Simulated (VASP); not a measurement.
Input of a VASP 6.6.1 run:

The input POSCAR:

```
ZnO
1.0
    3.2028435021      0.0000000000      0.0000000000
   -1.6014217510      2.7737438371      0.0000000000
    0.0000000000      0.0000000000      5.2639051268
Zn O
2 2
Direct
    0.3333333333      0.6666666667      0.5022936559
    0.6666666667      0.3333333333      0.0022936559
    0.6666666667      0.3333333333      0.3767163441
    0.3333333333      0.6666666667      0.8767163441
```

INCAR.step1

```
SYSTEM = ZnO
ALGO = Normal
EDIFF = 1E-5
ENCUT = 1480
GGA = PE
GGA_COMPAT = .FALSE.
ISMEAR = 0
LASPH = .TRUE.
LCHARG = .FALSE.
LREAL = .FALSE.
LWAVE = .TRUE.
NBANDS = 26
NELM = 120
PREC = Accurate
SIGMA = 0.01
```

File INCAR.step2:

```
SYSTEM = ZnO
ALGO = Normal
EDIFF = 1E-6
ENCUT = 1480
GGA_COMPAT = .FALSE.
ISIF = 2
ISMEAR = 0
ISTART = 1
LASPH = .TRUE.
LCHARG = .TRUE.
LELF = .TRUE.
LMIXTAU = .TRUE.
LREAL = .FALSE.
LVHAR = .TRUE.
LWAVE = .FALSE.
METAGGA = R2SCAN
NBANDS = 26
NELM = 120
PREC = Accurate
SIGMA = 0.01
```

Contents of KPOINTS:

```
k-points
0
G
  8 8 4
  0 0 0
```

Potentials or basis: VASP PAW PBE potentials, release 64 (Zn, O_h).

Command:

```console
$ cat potpaw_PBE.64/Zn/POTCAR potpaw_PBE.64/O_h/POTCAR > POTCAR
$ cp INCAR.step1 INCAR
$ mpirun -np 1 vasp_std > vasp.out
$ cp INCAR.step2 INCAR
$ mpirun -np 1 vasp_std > vasp.out
```

(1) Predict the band gap on the k mesh.

(2) Estimate the pressure.

(3) What does it give for the largest force?

## Answers

(1) 1.23 eV.

(2) 2.5 GPa.

(3) 0.004 eV/Å.

Caveat: the cell differs from its parent crystal (in-plane strain -0.01, then relaxed in part); the PAW data sets were made with another functional, which shifts forces and pressure a little.
